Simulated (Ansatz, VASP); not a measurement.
**BN in VASP and in Ansatz**

```
B N
1.0
     4.29930    0.00000    0.00000
     0.00000    4.29930    0.00000
     0.00000    0.00000    2.61420
B N
4 4
Direct
  0.17413 0.82587 0.50000
  0.32587 0.32587 0.00000
  0.67413 0.67413 0.00000
  0.82587 0.17413 0.50000
  0.81239 0.81239 0.50000
  0.31239 0.68761 0.00000
  0.68761 0.31239 0.00000
  0.18761 0.18761 0.50000
```

Alike in both runs: task single point; functional PBEsol; k mesh 6 × 6 × 10; occupations gaussian, width 0.05 eV; no spin polarisation.

```csv
,VASP,Ansatz
version,VASP 6.6.1,Ansatz 0.2.0
potentials or method,"VASP PAW PBE potentials, release 64 (B, N), cutoff 520 eV","scalar-relativistic, plane waves, PAW"
valence electrons in the cell,32,32
```

VASP gave:

- gap on the k mesh at the Fermi level (eV): 4.50
- least direct gap on the mesh (eV): 5.58
- pressure (GPa): 6.1
- traceless stress, the component that is largest in VASP (GPa): -29.33
- rms of the force components (eV/Å): 0.295

Task: Estimate Ansatz's values.

Result: gap on the k mesh at the Fermi level (eV): 4.52; least direct gap on the mesh (eV): 5.59; pressure (GPa): 5.3; traceless stress, the component that is largest in VASP (GPa): -29.15; rms of the force components (eV/Å): 0.281.

VASP's potentials were made for PBE, not for PBEsol, and Ansatz warns of the same on its side. Atom by atom the forces differ by 0.015 eV/Å (rms over components). The functional is the same, so the differences come from potentials, cutoffs and numerics.
